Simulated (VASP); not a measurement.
A run of VASP 6.6.1:

Contents of INCAR:

```
SYSTEM = Br
PREC = Accurate
ENCUT = 520
EDIFF = 1E-6
ISMEAR = 0
SIGMA = 0.15
LREAL = .False.
LASPH = .True.
NELM = 80
ALGO = Fast
ISIF = 2
LWAVE = .False.
LCHARG = .False.
GGA = PE
IVDW = 12
NBANDS = 10
```

The input KPOINTS:

```
Automatic mesh
0
Gamma
  22 22 22
  0 0 0
```

File POSCAR:

```
Br
1.0
   -1.3505500000      1.3505500000      3.5532137791
    1.3505500000     -1.3505500000      3.5532137791
    1.3505500000      1.3505500000     -3.5532137791
Br
1
Direct
    0.0000000000      0.0000000000      0.0000000000
```

Potentials or basis: VASP PAW PBE potentials, release 64 (Br).

Launch:

```bash
$ cat potpaw_PBE.64/Br/POTCAR > POTCAR
$ mpirun -np 1 vasp_std > vasp.out
```

Hardware: 1 thread of Oxide Virtual Turin-like Processor (shared host).

Problem. How long does it take, and how much memory?

Solution. Run time: 3.8 min on 1 thread of Oxide Virtual Turin-like Processor, with other jobs on the host, peak memory 0.3 GiB. Counts: scf iterations 11, k points 834.
